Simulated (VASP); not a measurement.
Wanted: the native input for a VASP 6.6.1 run.

```
Task                   : single point
Functional             : LDA
Potentials or basis    : VASP PAW LDA potentials, release 64 (B, N)
Cutoff                 : 520 eV
k mesh                 : 12 × 12 × 12
Occupations            : gaussian, width 0.05 eV
Spin                   : no spin polarisation
Dipole correction      : no
Further INCAR settings : ALGO = Normal; EDIFF = 1e-06; NBANDS = 11
```

The structure of BN lies in POSCAR:

```
BN
1.0
    0.0000000000      1.6152815796      2.2840081536
    1.6152815796      0.0000000000      2.2840081536
    1.6152815796      1.6152815796      0.0000000000
B N
1 1
Direct
    0.0000000000      0.0000000000      0.0000000000
    0.7500000000      0.7500000000      0.7500000000
```

This cell differs from its parent crystal: ratio of the length along z to the lengths across it x 1.414, volume and fractional coordinates fixed.

These files were run (other wordings do the same):

INCAR

```
SYSTEM = BN
PREC = Accurate
ENCUT = 520
EDIFF = 1E-6
ISMEAR = 0
SIGMA = 0.05
LREAL = .FALSE.
LASPH = .TRUE.
NELM = 60
ALGO = Normal
ISIF = 2
LWAVE = .FALSE.
LCHARG = .FALSE.
GGA = CA
NBANDS = 11
```

KPOINTS

```
regular mesh
0
G
  12 12 12
  0 0 0
```

Potentials or basis: VASP PAW LDA potentials, release 64 (B, N).

Command:

```bash
$ cat potpaw_LDA.64/B/POTCAR potpaw_LDA.64/N/POTCAR > POTCAR
$ mpirun -np 1 vasp_std > vasp.out
```

It gave:

The pressure is -8.8 GPa and the band gap on the k mesh is 0.77 eV, indirect (least direct gap 2.06 eV).

Run time: 14 s on 1 thread of Intel Xeon 8259CL, with other jobs on the host, peak memory 0.13 GiB.
